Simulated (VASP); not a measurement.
GaAs:

```xyz
2
Lattice="0.0000 2.9464 2.9464 2.9464 0.0000 2.9464 2.9464 2.9464 0.0000" Properties=species:S:1:pos:R:3 pbc="T T T"
Ga    0.0000    0.0000    0.0000
As    1.4732    1.4732    1.4732
```

This cell differs from its parent crystal: strain +4.0%.

Base run:

| Quantity | Value |
| --- | --- |
| Program | VASP 6.6.1 |
| Functional | PBE |
| Potentials or basis | VASP PAW PBE potentials, release 64 (Ga_d, As) |
| Cutoff | 520 eV |
| k mesh | 8 × 8 × 8 |
| Occupations | fermi-dirac, width 0.02 eV |
| Spin | no spin polarisation |

Its results: band gap on the k mesh zero (filled and empty bands touch); pressure -3.7 GPa.

Problem. The run is repeated on the same cell with these changes: functional from PBE to HSE06; k mesh from 8 × 8 × 8 to 6 × 6 × 6. What comes out?

Solution. Band gap on the k mesh 0.38 eV; pressure -6.2 GPa.

Several settings changed at once.

Caveats: the cell stands under tension; semilocal functionals underestimate gaps, so a narrow gap can read as zero (at least some runs); the PAW data sets were made with another functional, which shifts forces and pressure a little (at least some runs).

